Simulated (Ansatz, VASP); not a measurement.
# Ni2Ir: VASP beside Ansatz

```
CELL_PARAMETERS angstrom
0.00000 2.81667 2.81667
2.81667 0.00000 2.81667
2.81667 2.81667 0.00000
ATOMIC_POSITIONS crystal
Ni 0.25000 0.25000 0.25000
Ni 0.75000 0.75000 0.75000
Ir 0.00000 0.00000 0.00000
```

Alike in both runs: functional PBE; k mesh 14 × 14 × 14; occupations gaussian, width 0.1 eV; no spin polarisation.

Ansatz relaxed the structure, and its values are those at the end. VASP's run is a single point on that final structure, the one shown.

```csv
,VASP,Ansatz
version,VASP 6.6.1,Ansatz 0.2.0
potentials or method,"VASP PAW PBE potentials, release 64 (Ni, Ir), cutoff 520 eV","scalar-relativistic, plane waves, PAW"
valence electrons in the cell,29,53
```

|  | VASP | Ansatz | Ansatz less VASP |
| --- | --- | --- | --- |
| gap on the k mesh at the Fermi level (eV) | none | none | - |
| pressure (GPa) | 0.0 | 0.0 | -0.03 |

A gap of «none» marks a metal or a gap that the smearing closes. VASP's potentials hold 29 valence electrons a cell and Ansatz's 53, so a difference there can come from the potentials and not from the codes.

Neither program's run includes spin-orbit coupling.
